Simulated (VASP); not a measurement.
# Rb (Im-3m) in VASP: single point with PBEsol

Aim: the single point of Rb with PBEsol.

Program: VASP 6.6.1. These are calculated values, not measurements. Logs are shortened: lines on timing, memory, paths and dates and some standing lists are left out, and cuts for length are marked.

### Step 1. The cell of the first run

Symmetry: Im-3m, No. 229, cubic system. Conventional cell: a = 5.580 Å, b = 5.580 Å, c = 5.580 Å, α = 90.00°, β = 90.00°, γ = 90.00°.

### Step 2. Single point, PBEsol

Contents of INCAR:

```
  PREC = Accurate
  ENCUT = 520
  EDIFF = 1E-6
  ISMEAR = -1
  SIGMA = 0.13605693000000002
  LREAL = False
  LASPH = True
  NELM = 100
  ALGO = Normal
  ISIF = 2
  LWAVE = False
  LCHARG = True
  GGA = PS
  LELF = True
  LVHAR = True
  NBANDS = 10
```

Contents of KPOINTS:

```
regular mesh
0
Gamma
  8 8 8
```

Contents of POSCAR:

```
Rb
1.0
   -2.7902188478      2.7902188478      2.7902188478
    2.7902188478     -2.7902188478      2.7902188478
    2.7902188478      2.7902188478     -2.7902188478
Rb
1
Direct
    0.0000000000      0.0000000000      0.0000000000
```

Potentials or basis: VASP PAW PBE potentials, release 64 (Rb_sv).

Launch:

```sh
cat potpaw_PBE.64/Rb_sv/POTCAR > POTCAR
mpirun -np 1 vasp_std > vasp.out
```

OUTCAR:

```text
PREC = Accurate
   ENCUT = 520
   EDIFF = 1E-6
   ISMEAR = -1
   LREAL = False
   LASPH = True
   NELM = 100
   ISIF = 2
   GGA = PS

 ion  position               nearest neighbor table
   1  0.000  0.000  0.000-

  LATTYP: Found a body centered cubic cell.
 ALAT       =     5.5804376956

  Lattice vectors:

 A1 = (  -2.7902188478,   2.7902188478,   2.7902188478)
 A2 = (   2.7902188478,  -2.7902188478,   2.7902188478)
 A3 = (   2.7902188478,   2.7902188478,  -2.7902188478)

Analysis of symmetry for initial positions (statically):
=====================================================================
 Subroutine PRICEL returns:
 Original cell was already a primitive cell.

 Routine SETGRP: Setting up the symmetry group for a
 body centered cubic supercell.

 Subroutine GETGRP returns: Found 48 space group operations
 (whereof 48 operations were pure point group operations)
 out of a pool of 48 trial point group operations.

The static configuration has the point symmetry O_h .

Analysis of symmetry for dynamics (positions and initial velocities):
=====================================================================
 Subroutine PRICEL returns:
 Original cell was already a primitive cell.

 Routine SETGRP: Setting up the symmetry group for a
 body centered cubic supercell.

 Subroutine GETGRP returns: Found 48 space group operations
 (whereof 48 operations were pure point group operations)
 out of a pool of 48 trial point group operations.

The dynamic configuration has the point symmetry O_h .

 Subroutine INISYM returns: Found 48 space group operations
 (whereof 48 operations are pure point group operations),
 and found     1 'primitive' translations

----------------------------------------------------------------------------------------

                                     Primitive cell

  volume of cell :      86.8910

  direct lattice vectors                    reciprocal lattice vectors
    -2.790218848  2.790218848  2.790218848     0.000000000  0.179197413  0.179197413
     2.790218848 -2.790218848  2.790218848     0.179197413  0.000000000  0.179197413
     2.790218848  2.790218848 -2.790218848     0.179197413  0.179197413  0.000000000

  length of vectors
     4.832800809  4.832800809  4.832800809     0.253423412  0.253423412  0.253423412
[... 79 lines left out ...]
   EDIFF  = 0.1E-05   stopping-criterion for ELM
   LREAL  =      F    real-space projection
   EDIFFG = 0.1E-04   stopping-criterion for IOM
   NSW    =      0    number of steps for IOM
   IBRION =     -1    ionic relax: 0-MD 1-quasi-New 2-CG
   NFREE  =      0    steps in history (QN), initial steepest desc. (CG)
   ISIF   =      2    stress and relaxation
   ISYM   =      2    0-nonsym 1-usesym 2-fastsym
   POTIM  = 0.5000    time-step for ionic-motion
   TEBEG  =    0.0;   TEEND  =   0.0 temperature during run
   PSTRESS=    0.0 pullay stress
   NELECT =       9.0000    total number of electrons
   NUPDOWN=      -1.0000    fix difference up-down
   EMIN   =  10.00;   EMAX   =-10.00  energy-range for DOS
   EFERMI =   0.00;   METHOD = LEGACY
   ISMEAR =    -1;   SIGMA  =   0.14  broadening in eV -4-tet -1-fermi 0-gaus
   EFERMI_NEDOS =   21; number of points for ismear=-14 and -15
   IALGO  =     38    algorithm
   IMIX   =      4    mixing-type and parameters
     AMIX     =   0.40;   BMIX     =  1.00
     AMIX_MAG =   1.60;   BMIX_MAG =  1.00
  volume/ion in A,a.u.               =      86.89       586.37
  Fermi-wavevector in a.u.,A,eV,Ry     =   0.768831  1.452879  8.042413  0.591101
  Thomas-Fermi vector in A             =   1.869689
   LORBIT       =      0    0 simple, 1 ext, 2 COOP (PROOUT), +10 PAW based schemes
   GGA     = PS    functional components
   LHFCALC =     F    Hartree Fock is set to
   AEXX    =    0.0000 exact exchange contribution
   IVDW    =     0    specifies the selected vdW correction
   LEPSILON=     F    determine dielectric tensor
   LRPA    =     F    only Hartree local field effects (RPA)
 non-spin polarized calculation
  energy-cutoff  :      520.00
  volume of cell :       86.89
 maximum number of plane-waves:      2382
   NGX = 17   NGY = 17   NGZ = 17

 number of electron       9.0000000 magnetization

 Free energy of the ion-electron system (eV)
  ---------------------------------------------------
  ext. energy  EPLUGINS =         0.00000000
  ---------------------------------------------------
  free energy    TOTEN  =        -1.05083884 eV

  energy without entropy =       -0.99392130  energy(sigma->0) =       -1.02238007

 E-fermi :   0.0395     XC(G=0):  -5.6366

 val. band max:        0.0305753553   @ k =   0.2500   0.2500   0.0000
 cond. band min:       0.1257595826   @ k =   0.3750   0.1250  -0.0000
 fundamental gap:      0.0951842273
 Fermi energy:         0.0394546677

 k-point     1 :       0.0000    0.0000    0.0000
  band No.  band energies     occupation
      1     -28.7815      2.00000
      2     -12.8236      2.00000
      3     -12.8236      2.00000
      4     -12.8236      2.00000
      5      -1.9882      2.00000
      6       3.7722      0.00000
      7       3.7722      0.00000
      8       3.7722      0.00000
      9       4.7516      0.00000
     10       4.7516      0.00000
[... 287 lines left out ...]
 k-point    24 :      -0.3750    0.3750    0.2500
  band No.  band energies     occupation
      1     -28.7748      2.00000
      2     -12.9080      2.00000
      3     -12.8770      2.00000
      4     -12.8657      2.00000
      5       0.1645      0.57037
      6       1.7424      0.00001
      7       3.0300      0.00000
      8       3.0605      0.00000
      9       4.1508      0.00000
     10       5.3193      0.00000

 [... further k-points ...]

------------------------ aborting loop because EDIFF is reached ----------------------------------------

  FORCE on cell =-STRESS in cart. coord.  units (eV):
  Direction    XX          YY          ZZ          XY          YZ          ZX
  --------------------------------------------------------------------------------------
  -------------------------------------------------------------------------------------
  Total       -0.0011582     -0.0011582     -0.0011582      0.0000000      0.0000000     -0.0000000
  in kB       -0.0213560     -0.0213560     -0.0213560      0.0000000      0.0000000     -0.0000000
  external PRESSURE =      -0.0213560 kB  Pullay stress =       0.0000000 kB

 VOLUME and BASIS-vectors are now :
 -----------------------------------------------------------------------------
  energy-cutoff  :      520.00
  volume of cell :       86.89
      direct lattice vectors                 reciprocal lattice vectors
    -2.790218848  2.790218848  2.790218848     0.000000000  0.179197413  0.179197413
     2.790218848 -2.790218848  2.790218848     0.179197413  0.000000000  0.179197413
     2.790218848  2.790218848 -2.790218848     0.179197413  0.179197413  0.000000000

 POSITION                                       TOTAL-FORCE (eV/Angst)
 -----------------------------------------------------------------------------------
      0.00000      0.00000      0.00000         0.000000     -0.000000     -0.000000
 -----------------------------------------------------------------------------------
    total drift:                               -0.000000     -0.000000      0.000000

  FREE ENERGIE OF THE ION-ELECTRON SYSTEM (eV)
  ---------------------------------------------------
  free  energy   TOTEN  =        -1.0508388352 eV

  energy  without entropy=       -0.9939212976  energy(sigma->0) =       -1.02238007
```

OSZICAR:

```text
N       E                     dE             d eps       ncg     rms          rms(c)
DAV:   1     0.437618118115E+02    0.43762E+02   -0.33344E+03   580   0.661E+02
DAV:   2     0.193642486570E+01   -0.41825E+02   -0.40809E+02   652   0.123E+02
DAV:   3    -0.918528498651E+00   -0.28550E+01   -0.28466E+01   758   0.336E+01
DAV:   4    -0.104923521174E+01   -0.13071E+00   -0.13039E+00   806   0.604E+00
DAV:   5    -0.105106294402E+01   -0.18277E-02   -0.18276E-02   752   0.691E-01    0.118E+00
DAV:   6    -0.105054198668E+01    0.52096E-03   -0.25272E-03   826   0.280E-01    0.717E-01
DAV:   7    -0.105075289030E+01   -0.21090E-03   -0.37099E-03   812   0.344E-01    0.577E-02
DAV:   8    -0.105082881871E+01   -0.75928E-04   -0.11918E-04   682   0.943E-02    0.192E-02
DAV:   9    -0.105083919347E+01   -0.10375E-04   -0.15391E-05   820   0.283E-02    0.615E-03
DAV:  10    -0.105083883524E+01    0.35823E-06   -0.39032E-06   742   0.114E-02
   1 F= -.10508388E+01 E0= -.10223801E+01  d E =-.569175E-01
```

Wall time 14 s (1 thread of AMD EPYC 7R13 (Zen 3), shared host); peak memory 0.17 GiB.

Results:

```yaml
Free_energy: -1.0508 eV
Pressure: 0.0 GPa
```

Caveat: the PAW data sets were made with another functional, which shifts forces and pressure a little.
